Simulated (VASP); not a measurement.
# Al in VASP: single point with PBEsol

Aim: the single point of Al with PBEsol.

All numbers are computed with VASP 6.6.1; they aren't measurements. Logs are shortened: lines on timing, memory, paths and dates and some standing lists are left out, and cuts for length are marked.

### 1 The cell of the first run

The cell holds a sublattice, 1 atom: a = 4.432 Å, b = 4.432 Å, c = 4.432 Å, α = 90.00°, β = 90.00°, γ = 90.00°.

### 2 Single point, PBEsol

File INCAR:

```
SYSTEM = Al
ALGO = Normal ; EDIFF = 1E-6
ENCUT = 520 ; GGA = PS
ISIF = 2 ; ISMEAR = 0
LASPH = .TRUE. ; LCHARG = .FALSE.
LREAL = .FALSE. ; LWAVE = .FALSE.
NBANDS = 8 ; NELM = 80
PREC = Accurate ; SIGMA = 0.1
```

File KPOINTS:

```
k-points
0
G
  8 8 8
  0 0 0
```

File POSCAR:

```
Al
1.0
    4.4319878233      0.0000000000      0.0000000000
    0.0000000000      4.4319878233      0.0000000000
    0.0000000000      0.0000000000      4.4319878233
Al
1
Direct
    0.0000000000      0.0000000000      0.0000000000
```

Potentials or basis: VASP PAW PBE potentials, release 64 (Al).

Started as:

```
$ cat potpaw_PBE.64/Al/POTCAR > POTCAR
$ mpirun -np 1 vasp_std > vasp.out
```

OUTCAR:

```text
SYSTEM = Al
   EDIFF = 1E-6
   ENCUT = 520
   GGA = PS
   ISIF = 2
   ISMEAR = 0
   LASPH = .TRUE.
   LREAL = .FALSE.
   NELM = 80
   PREC = Accurate

 ion  position               nearest neighbor table
   1  0.000  0.000  0.000-

  LATTYP: Found a simple cubic cell.
 ALAT       =     4.4319878233

  Lattice vectors:

 A1 = (   4.4319878233,   0.0000000000,   0.0000000000)
 A2 = (   0.0000000000,   4.4319878233,   0.0000000000)
 A3 = (   0.0000000000,   0.0000000000,   4.4319878233)

Analysis of symmetry for initial positions (statically):
=====================================================================
 Subroutine PRICEL returns:
 Original cell was already a primitive cell.

 Routine SETGRP: Setting up the symmetry group for a
 simple cubic supercell.

 Subroutine GETGRP returns: Found 48 space group operations
 (whereof 48 operations were pure point group operations)
 out of a pool of 48 trial point group operations.

The static configuration has the point symmetry O_h .

Analysis of symmetry for dynamics (positions and initial velocities):
=====================================================================
 Subroutine PRICEL returns:
 Original cell was already a primitive cell.

 Routine SETGRP: Setting up the symmetry group for a
 simple cubic supercell.

 Subroutine GETGRP returns: Found 48 space group operations
 (whereof 48 operations were pure point group operations)
 out of a pool of 48 trial point group operations.

The dynamic configuration has the point symmetry O_h .

 Subroutine INISYM returns: Found 48 space group operations
 (whereof 48 operations are pure point group operations),
 and found     1 'primitive' translations

----------------------------------------------------------------------------------------

                                     Primitive cell

  volume of cell :      87.0554

  direct lattice vectors                    reciprocal lattice vectors
     4.431987823  0.000000000  0.000000000     0.225632389  0.000000000  0.000000000
     0.000000000  4.431987823  0.000000000     0.000000000  0.225632389  0.000000000
     0.000000000  0.000000000  4.431987823     0.000000000  0.000000000  0.225632389

  length of vectors
     4.431987823  4.431987823  4.431987823     0.225632389  0.225632389  0.225632389

  position of ions in fractional coordinates (direct lattice)
     0.000000000  0.000000000  0.000000000

  ion indices of the primitive-cell ions
   primitive index   ion index
                 1           1

----------------------------------------------------------------------------------------

 KPOINTS: k-points

Automatic generation of k-mesh.
 Grid dimensions read from file:
 generate k-points for:    8    8    8

 Generating k-lattice:

  Cartesian coordinates                     Fractional coordinates (reciprocal lattice)
     0.028204049  0.000000000  0.000000000     0.125000000  0.000000000  0.000000000
     0.000000000  0.028204049  0.000000000     0.000000000  0.125000000  0.000000000
     0.000000000  0.000000000  0.028204049     0.000000000  0.000000000  0.125000000

  Length of vectors
     0.028204049  0.028204049  0.028204049

  Shift w.r.t. Gamma in fractional coordinates (k-lattice)
     0.000000000  0.000000000  0.000000000

 Subroutine IBZKPT returns following result:
 ===========================================

 Found     35 irreducible k-points:

 Following reciprocal coordinates:
            Coordinates               Weight
  0.000000  0.000000  0.000000      1.000000
  0.125000  0.000000  0.000000      6.000000
  0.250000  0.000000  0.000000      6.000000
  0.375000  0.000000  0.000000      6.000000
  0.500000  0.000000  0.000000      3.000000
  0.125000  0.125000  0.000000     12.000000
[... 16 lines left out ...]
  0.375000  0.375000  0.125000     24.000000
  0.500000  0.375000  0.125000     24.000000
 [... further k-points ...]
   k-points           NKPTS =     35   k-points in BZ     NKDIM =     35   number of bands    NBANDS=      8
   number of dos      NEDOS =    301   number of ions     NIONS =      1
   total plane-waves  NPLWV =  46656
   dimension x,y,z NGX =    36 NGY =   36 NGZ =   36
   dimension x,y,z NGXF=    72 NGYF=   72 NGZF=   72
   ions per type =               1
   NGX,Y,Z   is equivalent  to a cutoff of  13.50, 13.50, 13.50 a.u.
   NGXF,Y,Z  is equivalent  to a cutoff of  27.01, 27.01, 27.01 a.u.
 SYSTEM =  Al
   PREC   = accura    normal or accurate (medium, high low for compatibility)
   ISTART =      0    job   : 0-new  1-cont  2-samecut
   ICHARG =      2    charge: 1-file 2-atom 10-const
   ISPIN  =      1    spin polarized calculation?
   LNONCOLLINEAR =      F non collinear calculations
   LSORBIT =      F    spin-orbit coupling
   LASPH  =      T    aspherical Exc in radial PAW
   ENCUT  =  520.0 eV  38.22 Ry    6.18 a.u.   8.24  8.24  8.24*2*pi/ulx,y,z
   NELM   =     80;   NELMIN=  2; NELMDL= -5     # of ELM steps
   EDIFF  = 0.1E-05   stopping-criterion for ELM
   LREAL  =      F    real-space projection
   EDIFFG = 0.1E-04   stopping-criterion for IOM
   NSW    =      0    number of steps for IOM
   IBRION =     -1    ionic relax: 0-MD 1-quasi-New 2-CG
   NFREE  =      0    steps in history (QN), initial steepest desc. (CG)
   ISIF   =      2    stress and relaxation
   ISYM   =      2    0-nonsym 1-usesym 2-fastsym
   POTIM  = 0.5000    time-step for ionic-motion
   TEBEG  =    0.0;   TEEND  =   0.0 temperature during run
   PSTRESS=    0.0 pullay stress
   NELECT =       3.0000    total number of electrons
   NUPDOWN=      -1.0000    fix difference up-down
   EMIN   =  10.00;   EMAX   =-10.00  energy-range for DOS
   EFERMI =   0.00;   METHOD = LEGACY
   ISMEAR =     0;   SIGMA  =   0.10  broadening in eV -4-tet -1-fermi 0-gaus
   EFERMI_NEDOS =   21; number of points for ismear=-14 and -15
   IALGO  =     38    algorithm
   IMIX   =      4    mixing-type and parameters
     AMIX     =   0.40;   BMIX     =  1.00
     AMIX_MAG =   1.60;   BMIX_MAG =  1.00
  volume/ion in A,a.u.               =      87.06       587.48
  Fermi-wavevector in a.u.,A,eV,Ry     =   0.532742  1.006736  3.861520  0.283814
  Thomas-Fermi vector in A             =   1.556368
   LORBIT       =      0    0 simple, 1 ext, 2 COOP (PROOUT), +10 PAW based schemes
   GGA     = PS    functional components
   LHFCALC =     F    Hartree Fock is set to
   AEXX    =    0.0000 exact exchange contribution
   IVDW    =     0    specifies the selected vdW correction
   LEPSILON=     F    determine dielectric tensor
   LRPA    =     F    only Hartree local field effects (RPA)
 non-spin polarized calculation
 Gauss-broadening in eV      SIGMA  =   0.10
  energy-cutoff  :      520.00
  volume of cell :       87.06
 maximum number of plane-waves:      2360
 NGX is ok and might be reduce to    36
   NGX = 17   NGY = 17   NGZ = 17

 number of electron       3.0000000 magnetization

 Free energy of the ion-electron system (eV)
  ---------------------------------------------------
  ext. energy  EPLUGINS =         0.00000000
  ---------------------------------------------------
  free energy    TOTEN  =        -1.26474724 eV

  energy without entropy =       -1.25644001  energy(sigma->0) =       -1.26059362

 E-fermi :  -1.0622     XC(G=0):  -5.1835

 val. band max:       -1.1309288627   @ k =   0.5000   0.5000   0.0000
 cond. band min:      -1.0576613928   @ k =   0.5000   0.5000   0.1250
 fundamental gap:      0.0732674699
 Fermi energy:        -1.0622384489

 k-point     1 :       0.0000    0.0000    0.0000
  band No.  band energies     occupation
      1      -6.1142      2.00000
      2       1.1450      0.00000
      3       1.1450      0.00000
      4       1.1450      0.00000
      5       2.8749      0.00000
      6       3.9157      0.00000
      7       3.9157      0.00000
      8       9.2598      0.00000

 k-point     2 :       0.1250    0.0000    0.0000
  band No.  band energies     occupation
      1      -6.0407      2.00000
      2       0.3891      0.00000
      3       1.2012      0.00000
      4       1.2012      0.00000
      5       3.1954      0.00000
      6       4.0048      0.00000
      7       4.6303      0.00000
      8       8.3091      0.00000

 k-point     3 :       0.2500    0.0000    0.0000
  band No.  band energies     occupation
      1      -5.8419      2.00000
      2      -0.7191      0.00000
      3       1.3484      0.00000
      4       1.3484      0.00000
      5       3.5960      0.00000
      6       4.2529      0.00000
      7       5.9052      0.00000
      8       7.2177      0.00000

 k-point     4 :       0.3750    0.0000    0.0000
  band No.  band energies     occupation
      1      -5.6004      2.00000
      2      -1.5593      2.00000
      3       1.5166      0.00000
      4       1.5166      0.00000
      5       4.1083      0.00000
      6       4.5760      0.00000
      7       5.9046      0.00000
      8       6.4505      0.00000

 k-point     5 :       0.5000    0.0000    0.0000
  band No.  band energies     occupation
      1      -5.4811      2.00000
      2      -1.8831      2.00000
      3       1.5944      0.00000
      4       1.5944      0.00000
      5       4.5064      0.00000
      6       4.7499      0.00000
      7       5.4492      0.00000
      8       6.1695      0.00000

 k-point     6 :       0.1250    0.1250    0.0000
  band No.  band energies     occupation
      1      -5.9675      2.00000
      2       0.3865      0.00000
      3       0.5364      0.00000
      4       1.2567      0.00000
      5       3.5322      0.00000
      6       4.5029      0.00000
      7       4.8661      0.00000
      8       7.3755      0.00000

 k-point     7 :       0.2500    0.1250    0.0000
  band No.  band energies     occupation
      1      -5.7698      2.00000
      2      -0.6448      0.00000
      3       0.6527      0.00000
      4       1.4020      0.00000
      5       3.8890      0.00000
      6       4.7940      0.00000
      7       5.7555      0.00000
      8       6.7106      0.00000

 k-point     8 :       0.3750    0.1250    0.0000
  band No.  band energies     occupation
      1      -5.5298      2.00000
      2      -1.4786      2.00000
      3       0.8696      0.00000
      4       1.5676      0.00000
      5       4.2841      0.00000
      6       4.8310      0.00000
      7       5.4565      0.00000
      8       6.5342      0.00000

 k-point     9 :       0.5000    0.1250    0.0000
  band No.  band energies     occupation
      1      -5.4116      2.00000
      2      -1.8003      2.00000
      3       0.9751      0.00000
      4       1.6441      0.00000
      5       4.4814      0.00000
      6       4.7104      0.00000
      7       5.4615      0.00000
      8       6.2570      0.00000

 k-point    10 :       0.2500    0.2500    0.0000
  band No.  band energies     occupation
      1      -5.5753      2.00000
      2      -0.5186      0.00000
      3      -0.3391      0.00000
      4       1.5418      0.00000
      5       4.0632      0.00000
      6       4.6434      0.00000
      7       6.6295      0.00000
      8       6.6698      0.00000
[... 78 lines left out ...]
 k-point    18 :       0.3750    0.1250    0.1250
  band No.  band energies     occupation
      1      -5.4596      2.00000
      2      -1.3986      2.00000
      3       0.8927      0.00000
      4       0.9706      0.00000
      5       4.4090      0.00000
      6       5.2886      0.00000
      7       5.4471      0.00000
      8       5.6813      0.00000

 k-point    19 :       0.5000    0.1250    0.1250
  band No.  band energies     occupation
      1      -5.3423      2.00000
      2      -1.7183      2.00000
      3       1.0040      0.00000
      4       1.0654      0.00000
      5       4.3089      0.00000
      6       5.1602      0.00000
      7       5.4153      0.00000
      8       5.6281      0.00000

 k-point    20 :       0.2500    0.2500    0.1250
  band No.  band energies     occupation
      1      -5.5045      2.00000
      2      -0.4447      0.00000
      3      -0.2691      0.00000
      4       0.8946      0.00000
      5       4.2689      0.00000
      6       5.1864      0.00000
      7       6.2815      0.00000
      8       6.3179      0.00000

 k-point    21 :       0.3750    0.2500    0.1250
  band No.  band energies     occupation
      1      -5.2709      2.00000
      2      -1.1796      1.90297
      3      -0.0967      0.00000
      4       1.0958      0.00000
      5       3.6293      0.00000
      6       5.2041      0.00000
      7       5.7768      0.00000
      8       6.5380      0.00000

 k-point    22 :       0.5000    0.2500    0.1250
  band No.  band energies     occupation
      1      -5.1565      2.00000
      2      -1.4925      2.00000
      3       0.0289      0.00000
      4       1.1922      0.00000
      5       3.3267      0.00000
      6       5.1219      0.00000
      7       5.6876      0.00000
      8       6.6699      0.00000

 k-point    23 :       0.3750    0.3750    0.1250
  band No.  band energies     occupation
      1      -5.0445      2.00000
      2      -0.9409      0.08614
      3      -0.8558      0.00351
      4       1.2831      0.00000
      5       2.7719      0.00000
      6       5.4210      0.00000
      7       5.8631      0.00000
      8       6.2593      0.00000

 k-point    24 :       0.5000    0.3750    0.1250
  band No.  band energies     occupation
      1      -4.9345      2.00000
      2      -1.2062      1.95830
      3      -0.7555      0.00001
      4       1.3716      0.00000
      5       2.4237      0.00000
      6       5.4542      0.00000
      7       5.7743      0.00000
      8       6.3651      0.00000

 [... further k-points ...]

------------------------ aborting loop because EDIFF is reached ----------------------------------------

  FORCE on cell =-STRESS in cart. coord.  units (eV):
  Direction    XX          YY          ZZ          XY          YZ          ZX
  --------------------------------------------------------------------------------------
  -------------------------------------------------------------------------------------
  Total       -1.4231479     -1.4231479     -1.4231479      0.0000000      0.0000000     -0.0000000
  in kB      -26.1917763    -26.1917763    -26.1917763      0.0000000      0.0000000     -0.0000000
  external PRESSURE =     -26.1917763 kB  Pullay stress =       0.0000000 kB

 VOLUME and BASIS-vectors are now :
 -----------------------------------------------------------------------------
  energy-cutoff  :      520.00
  volume of cell :       87.06
      direct lattice vectors                 reciprocal lattice vectors
     4.431987823  0.000000000  0.000000000     0.225632389  0.000000000  0.000000000
     0.000000000  4.431987823  0.000000000     0.000000000  0.225632389  0.000000000
     0.000000000  0.000000000  4.431987823     0.000000000  0.000000000  0.225632389

 POSITION                                       TOTAL-FORCE (eV/Angst)
 -----------------------------------------------------------------------------------
      0.00000      0.00000      0.00000         0.000000      0.000000      0.000000
 -----------------------------------------------------------------------------------
    total drift:                                0.000000      0.000000     -0.000000

  FREE ENERGIE OF THE ION-ELECTRON SYSTEM (eV)
  ---------------------------------------------------
  free  energy   TOTEN  =        -1.2647472422 eV

  energy  without entropy=       -1.2564400075  energy(sigma->0) =       -1.26059362
```

Run time: 21 s. Hardware: 1 thread of Intel Xeon 8259CL, shared host; peak memory 0.2 GiB.

What came out:

* Free energy: -1.2647 eV
* Pressure: -2.6 GPa

Levels at points of the mesh, in eV from the Fermi level:
```
           k point  band 1  band 2  band 3  band 4  band 5
(0.00, 0.00, 0.00)   -5.05    2.21    2.21    2.21    3.94
(0.50, 0.00, 0.00)   -4.42   -0.82    2.66    2.66    5.57
(0.50, 0.50, 0.00)   -3.83   -0.07   -0.07    3.02    3.05
(0.50, 0.50, 0.50)   -3.27    0.56    0.56    0.56    4.22
```

Caveat: the PAW data sets were made with another functional, which shifts forces and pressure a little.
